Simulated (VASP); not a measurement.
# NaCl: single point with PBE

Crystal: NaCl.

```
CELL_PARAMETERS angstrom
3.58974 0.00000 0.00000
0.00000 3.58974 0.00000
0.00000 0.00000 3.58974
ATOMIC_POSITIONS crystal
Na 0.00000 0.00000 0.00000
Cl 0.50000 0.50000 0.50000
```

This cell differs from its parent crystal: strain +0.025 along x and y, +0.025 along z.

| Quantity | Value |
| --- | --- |
| Program | VASP 6.6.1 |
| Task | single point |
| Functional | PBE |
| Potentials or basis | VASP PAW PBE potentials, release 64 (Na_pv, Cl) |
| Cutoff | 520 eV |
| k mesh | 6 × 6 × 6 |
| Occupations | gaussian, width 0.05 eV |
| Spin | no spin polarisation |
| Dipole correction | no |
| Further INCAR settings | ALGO = Normal; EDIFF = 1e-06; NBANDS = 14 |

```json
{
  "Pressure": "-1.6 GPa",
  "Band gap on the k mesh": "3.75 eV, indirect (least direct gap 4.18 eV)"
}
```

Levels at points of the mesh, in eV from the valence-band top:
```csv
k point,band 3,band 4,band 5,band 6,band 7,band 8,band 9,band 10,band 11,band 12
"(0.00, 0.00, 0.00)",-22.17,-13.14,-0.43,-0.43,-0.43,3.75,8.64,8.64,15.00,15.00
"(0.50, 0.00, 0.00)",-22.16,-12.85,-2.63,-0.22,-0.22,6.69,8.07,10.52,11.65,11.65
"(0.50, 0.50, 0.00)",-22.16,-12.63,-2.01,-2.01,0.00,5.53,9.72,10.54,10.54,12.48
"(0.50, 0.50, 0.50)",-22.19,-12.40,-1.63,-1.63,-1.63,7.11,7.11,7.11,11.06,15.19
```

Run time: 16 s on 1 thread of Intel Xeon 8259CL, on a shared host, peak memory 0.15 GiB.

Caveat: the cell differs from its parent crystal (strain +0.025 along x and y, +0.025 along z). A k mesh can miss the band edges.
